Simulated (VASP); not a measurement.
# Rh (Fm-3m) in VASP: a series of runs

The runs below take Rh through single point, with LDA.

Everything below comes from runs of VASP 6.6.1. Logs are shortened: lines on timing, memory, paths and dates and some standing lists are left out, and cuts for length are marked.

## (1) The cell of the first run

Symmetry: Fm-3m, No. 225, cubic system. Conventional cell: a = 3.758 Å, b = 3.758 Å, c = 3.758 Å, α = 90.00°, β = 90.00°, γ = 90.00°. Within 3.5 Å of Rh (site symmetry m-3m) lie 12 Rh at 2.66 Å.

## (2) Single point, LDA

Contents of INCAR:

```
PREC     = Accurate       # precision mode
ENCUT    = 520            # plane-wave cutoff, eV
EDIFF    = 1E-7           # SCF threshold, eV
ISMEAR   = 0              # smearing method
SIGMA    = 0.1            # smearing width, eV
LREAL    = F              # projectors in reciprocal space
LASPH    = T              # aspherical terms in the spheres
NELM     = 80             # most SCF steps
ALGO     = Fast           # electronic algorithm
ISIF     = 2              # what is computed and relaxed
LWAVE    = F              # write WAVECAR
LCHARG   = T              # write CHGCAR
GGA      = CA             # functional
LELF     = T              # ELF
LVHAR    = T            
NBANDS   = 14             # bands
```

Contents of KPOINTS:

```
regular mesh
0
Gamma
  8 8 8
```

Contents of POSCAR:

```
Rh
1.0
    0.0000000000      1.8788279487      1.8788279487
    1.8788279487      0.0000000000      1.8788279487
    1.8788279487      1.8788279487      0.0000000000
Rh
1
Direct
    0.0000000000      0.0000000000      0.0000000000
```

Potentials or basis: VASP PAW LDA potentials, release 64 (Rh_pv).

Command:

```bash
cat potpaw_LDA.64/Rh_pv/POTCAR > POTCAR
mpirun -np 1 vasp_std > vasp.out
```

OUTCAR:

```text
PREC = Accurate
   ENCUT = 520
   EDIFF = 1E-7
   ISMEAR = 0
   LREAL = F
   LASPH = T
   NELM = 80
   ISIF = 2
   GGA = CA

 ion  position               nearest neighbor table
   1  0.000  0.000  0.000-

  LATTYP: Found a face centered cubic cell.
 ALAT       =     3.7576558974

  Lattice vectors:

 A1 = (   0.0000000000,   1.8788279487,   1.8788279487)
 A2 = (   1.8788279487,   0.0000000000,   1.8788279487)
 A3 = (   1.8788279487,   1.8788279487,   0.0000000000)

Analysis of symmetry for initial positions (statically):
=====================================================================
 Subroutine PRICEL returns:
 Original cell was already a primitive cell.

 Routine SETGRP: Setting up the symmetry group for a
 face centered cubic supercell.

 Subroutine GETGRP returns: Found 48 space group operations
 (whereof 48 operations were pure point group operations)
 out of a pool of 48 trial point group operations.

The static configuration has the point symmetry O_h .

Analysis of symmetry for dynamics (positions and initial velocities):
=====================================================================
 Subroutine PRICEL returns:
 Original cell was already a primitive cell.

 Routine SETGRP: Setting up the symmetry group for a
 face centered cubic supercell.

 Subroutine GETGRP returns: Found 48 space group operations
 (whereof 48 operations were pure point group operations)
 out of a pool of 48 trial point group operations.

The dynamic configuration has the point symmetry O_h .

 Subroutine INISYM returns: Found 48 space group operations
 (whereof 48 operations are pure point group operations),
 and found     1 'primitive' translations

----------------------------------------------------------------------------------------

                                     Primitive cell

  volume of cell :      13.2645

  direct lattice vectors                    reciprocal lattice vectors
     0.000000000  1.878827949  1.878827949    -0.266123357  0.266123357  0.266123357
     1.878827949  0.000000000  1.878827949     0.266123357 -0.266123357  0.266123357
     1.878827949  1.878827949  0.000000000     0.266123357  0.266123357 -0.266123357

  length of vectors
     2.657063966  2.657063966  2.657063966     0.460939175  0.460939175  0.460939175

  position of ions in fractional coordinates (direct lattice)
     0.000000000  0.000000000  0.000000000

  ion indices of the primitive-cell ions
   primitive index   ion index
                 1           1

----------------------------------------------------------------------------------------

 KPOINTS: regular mesh

Automatic generation of k-mesh.
 Grid dimensions read from file:
 generate k-points for:    8    8    8

 Generating k-lattice:

  Cartesian coordinates                     Fractional coordinates (reciprocal lattice)
    -0.033265420  0.033265420  0.033265420     0.125000000  0.000000000  0.000000000
     0.033265420 -0.033265420  0.033265420     0.000000000  0.125000000  0.000000000
     0.033265420  0.033265420 -0.033265420     0.000000000  0.000000000  0.125000000

  Length of vectors
     0.057617397  0.057617397  0.057617397

  Shift w.r.t. Gamma in fractional coordinates (k-lattice)
     0.000000000  0.000000000  0.000000000

 Subroutine IBZKPT returns following result:
 ===========================================

 Found     29 irreducible k-points:

 Following reciprocal coordinates:
            Coordinates               Weight
  0.000000  0.000000  0.000000      1.000000
  0.125000  0.000000  0.000000      8.000000
  0.250000  0.000000  0.000000      8.000000
  0.375000  0.000000  0.000000      8.000000
  0.500000  0.000000  0.000000      4.000000
  0.125000  0.125000  0.000000      6.000000
[... 16 lines left out ...]
  0.500000  0.250000  0.125000     48.000000
 -0.375000  0.250000  0.125000     24.000000
 [... further k-points ...]
   k-points           NKPTS =     29   k-points in BZ     NKDIM =     29   number of bands    NBANDS=     14
   number of dos      NEDOS =    301   number of ions     NIONS =      1
   total plane-waves  NPLWV =   8000
   dimension x,y,z NGX =    20 NGY =   20 NGZ =   20
   dimension x,y,z NGXF=    40 NGYF=   40 NGZF=   40
   ions per type =               1
   NGX,Y,Z   is equivalent  to a cutoff of  12.51, 12.51, 12.51 a.u.
   NGXF,Y,Z  is equivalent  to a cutoff of  25.03, 25.03, 25.03 a.u.
 SYSTEM =  unknown system
   PREC   = accura    normal or accurate (medium, high low for compatibility)
   ISTART =      0    job   : 0-new  1-cont  2-samecut
   ICHARG =      2    charge: 1-file 2-atom 10-const
   ISPIN  =      1    spin polarized calculation?
   LNONCOLLINEAR =      F non collinear calculations
   LSORBIT =      F    spin-orbit coupling
   LASPH  =      T    aspherical Exc in radial PAW
   ENCUT  =  520.0 eV  38.22 Ry    6.18 a.u.   4.94  4.94  4.94*2*pi/ulx,y,z
   NELM   =     80;   NELMIN=  2; NELMDL= -5     # of ELM steps
   EDIFF  = 0.1E-06   stopping-criterion for ELM
   LREAL  =      F    real-space projection
   EDIFFG = 0.1E-05   stopping-criterion for IOM
   NSW    =      0    number of steps for IOM
   IBRION =     -1    ionic relax: 0-MD 1-quasi-New 2-CG
   NFREE  =      0    steps in history (QN), initial steepest desc. (CG)
   ISIF   =      2    stress and relaxation
   ISYM   =      2    0-nonsym 1-usesym 2-fastsym
   POTIM  = 0.5000    time-step for ionic-motion
   TEBEG  =    0.0;   TEEND  =   0.0 temperature during run
   PSTRESS=    0.0 pullay stress
   NELECT =      15.0000    total number of electrons
   NUPDOWN=      -1.0000    fix difference up-down
   EMIN   =  10.00;   EMAX   =-10.00  energy-range for DOS
   EFERMI =   0.00;   METHOD = LEGACY
   ISMEAR =     0;   SIGMA  =   0.10  broadening in eV -4-tet -1-fermi 0-gaus
   EFERMI_NEDOS =   21; number of points for ismear=-14 and -15
   IALGO  =     68    algorithm
   IMIX   =      4    mixing-type and parameters
     AMIX     =   0.40;   BMIX     =  1.00
     AMIX_MAG =   1.60;   BMIX_MAG =  1.00
  volume/ion in A,a.u.               =      13.26        89.51
  Fermi-wavevector in a.u.,A,eV,Ry     =   1.705591  3.223100 39.579903  2.909041
  Thomas-Fermi vector in A             =   2.784783
   LORBIT       =      0    0 simple, 1 ext, 2 COOP (PROOUT), +10 PAW based schemes
   GGA     = CA    functional components
   LHFCALC =     F    Hartree Fock is set to
   AEXX    =    0.0000 exact exchange contribution
   IVDW    =     0    specifies the selected vdW correction
   LEPSILON=     F    determine dielectric tensor
   LRPA    =     F    only Hartree local field effects (RPA)
 non-spin polarized calculation
 RMM-DIIS sequential band-by-band and
 Gauss-broadening in eV      SIGMA  =   0.10
  energy-cutoff  :      520.00
  volume of cell :       13.26
 maximum number of plane-waves:       368
   NGX =  9   NGY =  9   NGZ =  9

 number of electron      15.0000003 magnetization

 Free energy of the ion-electron system (eV)
  ---------------------------------------------------
  ext. energy  EPLUGINS =         0.00000000
  ---------------------------------------------------
  free energy    TOTEN  =        -8.65024581 eV

  energy without entropy =       -8.64087141  energy(sigma->0) =       -8.64555861

 E-fermi :  12.4227     XC(G=0): -14.5771

 val. band max:       12.3932786079   @ k =  -0.3750   0.2500   0.0000
 cond. band min:      12.5004912060   @ k =   0.3750   0.0000   0.0000
 fundamental gap:      0.1072125981
 Fermi energy:        12.4227038676

 k-point     1 :       0.0000    0.0000    0.0000
  band No.  band energies     occupation
      1     -33.8042      2.00000
      2     -33.8042      2.00000
      3     -33.8042      2.00000
      4       4.0890      2.00000
      5       9.1158      2.00000
      6       9.1158      2.00000
      7       9.1158      2.00000
      8      11.3801      2.00000
      9      11.3801      2.00000
     10      28.2874      0.00000
     11      32.7076      0.00000
     12      33.9138      0.00000
     13      33.9138      0.00000
     14      33.9138      0.00000

 k-point     2 :       0.1250    0.0000    0.0000
  band No.  band energies     occupation
      1     -33.9324      2.00000
      2     -33.8214      2.00000
      3     -33.8214      2.00000
      4       4.7133      2.00000
      5       8.8659      2.00000
      6       9.3442      2.00000
      7       9.3442      2.00000
      8      11.2700      2.00000
      9      11.2700      2.00000
     10      29.1789      0.00000
     11      31.3815      0.00000
     12      32.7093      0.00000
     13      34.8720      0.00000
     14      34.8720      0.00000

 k-point     3 :       0.2500    0.0000    0.0000
  band No.  band energies     occupation
      1     -34.2355      2.00000
      2     -33.8625      2.00000
      3     -33.8625      2.00000
      4       5.9142      2.00000
      5       8.9900      2.00000
      6       9.5069      2.00000
      7       9.5069      2.00000
      8      11.5375      2.00000
      9      11.5375      2.00000
     10      27.7043      0.00000
     11      30.0532      0.00000
     12      32.7083      0.00000
     13      37.1768      0.00000
     14      37.1769      0.00000
[... 324 lines left out ...]
 k-point    23 :       0.5000    0.2500    0.1250
  band No.  band energies     occupation
      1     -34.4669      2.00000
      2     -34.1133      2.00000
      3     -33.9648      2.00000
      4       7.1732      2.00000
      5       8.2569      2.00000
      6       8.8177      2.00000
      7      10.5793      2.00000
      8      12.2728      1.96600
      9      15.6661      0.00000
     10      24.3107      0.00000
     11      28.5779      0.00000
     12      30.3746      0.00000
     13      32.7103      0.00000
     14      35.0767      0.00000

 k-point    24 :      -0.3750    0.2500    0.1250
  band No.  band energies     occupation
      1     -34.5350      2.00000
      2     -34.1426      2.00000
      3     -33.9914      2.00000
      4       7.0964      2.00000
      5       7.9974      2.00000
      6       9.5736      2.00000
      7      10.2740      2.00000
      8      12.8170      0.00000
      9      17.9739      0.00000
     10      21.0964      0.00000
     11      28.7129      0.00000
     12      29.5383      0.00000
     13      32.7107      0.00000
     14      33.7634      0.00000

 [... further k-points ...]
[... 5 lines left out ...]
  --------------------------------------------------------------------------------------
  -------------------------------------------------------------------------------------
  Total        0.0794133      0.0794133      0.0794133      0.0000000      0.0000000      0.0000000
  in kB        9.5920766      9.5920766      9.5920766      0.0000000      0.0000000      0.0000000
  external PRESSURE =       9.5920766 kB  Pullay stress =       0.0000000 kB

 VOLUME and BASIS-vectors are now :
 -----------------------------------------------------------------------------
  energy-cutoff  :      520.00
  volume of cell :       13.26
      direct lattice vectors                 reciprocal lattice vectors
     0.000000000  1.878827949  1.878827949    -0.266123357  0.266123357  0.266123357
     1.878827949  0.000000000  1.878827949     0.266123357 -0.266123357  0.266123357
     1.878827949  1.878827949  0.000000000     0.266123357  0.266123357 -0.266123357

 POSITION                                       TOTAL-FORCE (eV/Angst)
 -----------------------------------------------------------------------------------
      0.00000      0.00000      0.00000         0.000000      0.000000      0.000000
 -----------------------------------------------------------------------------------
    total drift:                                0.000000     -0.000000      0.000000

  FREE ENERGIE OF THE ION-ELECTRON SYSTEM (eV)
  ---------------------------------------------------
  free  energy   TOTEN  =        -8.6502458143 eV

  energy  without entropy=       -8.6408714053  energy(sigma->0) =       -8.64555861
```

Run time: 3.8 s. Hardware: 1 thread of Intel Xeon Platinum 8488C (Sapphire Rapids), shared host; peak memory 0.12 GiB.

What came out:

```yaml
Free_energy: -8.6502 eV
Pressure: 1.0 GPa
```

Levels at points of the mesh, in eV from the Fermi level:
```tsv
k point	band 5	band 6	band 7	band 8	band 9	band 10
(0.00, 0.00, 0.00)	-3.31	-3.31	-3.31	-1.04	-1.04	15.86
(0.50, 0.00, 0.00)	-3.37	-3.37	0.61	0.61	0.62	8.94
(0.50, 0.50, 0.00)	-6.35	0.60	1.05	1.05	3.21	12.69
```

Caveat: the k points lie up to 0.36 Å⁻¹ apart.

## (3) Single point, LDA

This run uses another cell than the first one, of 13.78 Å³/atom, 1.039 times its volume.

Contents of INCAR:

```
SYSTEM = Rh
PREC = Accurate
ENCUT = 520
EDIFF = 1E-6
ISMEAR = 0
SIGMA = 0.1
LREAL = .FALSE.
LASPH = .TRUE.
NELM = 60
ALGO = Normal
ISIF = 2
LWAVE = .FALSE.
LCHARG = .TRUE.
GGA = CA
LELF = .TRUE.
LVHAR = .TRUE.
NBANDS = 14
```

Contents of KPOINTS:

```
regular mesh
0
G
  8 8 8
  0 0 0
```

Contents of POSCAR:

```
Rh
1.0
    0.0000000000      1.9029860900      1.9029860900
    1.9029860900      0.0000000000      1.9029860900
    1.9029860900      1.9029860900      0.0000000000
Rh
1
Direct
    0.0000000000      0.0000000000      0.0000000000
```

Potentials or basis: VASP PAW LDA potentials, release 64 (Rh_pv).

Command:

```bash
cat potpaw_LDA.64/Rh_pv/POTCAR > POTCAR
mpirun -np 1 vasp_std > vasp.out
```

It took 3.2 s on 1 thread of Intel Xeon Platinum 8488C (Sapphire Rapids), shared host; peak memory 0.11 GiB.

Results (log left out):

* Free energy: -8.6348 eV
* Pressure: -10.2 GPa

Levels at points of the mesh, in eV from the Fermi level:
| k point | band 5 | band 6 | band 7 | band 8 | band 9 | band 10 |
| --- | --- | --- | --- | --- | --- | --- |
| (0.00, 0.00, 0.00) | -3.12 | -3.12 | -3.12 | -0.98 | -0.98 | 15.91 |
| (0.50, 0.00, 0.00) | -3.18 | -3.18 | 0.57 | 0.57 | 0.66 | 8.54 |
| (0.50, 0.50, 0.00) | -5.99 | 0.56 | 0.97 | 0.97 | 3.16 | 12.19 |
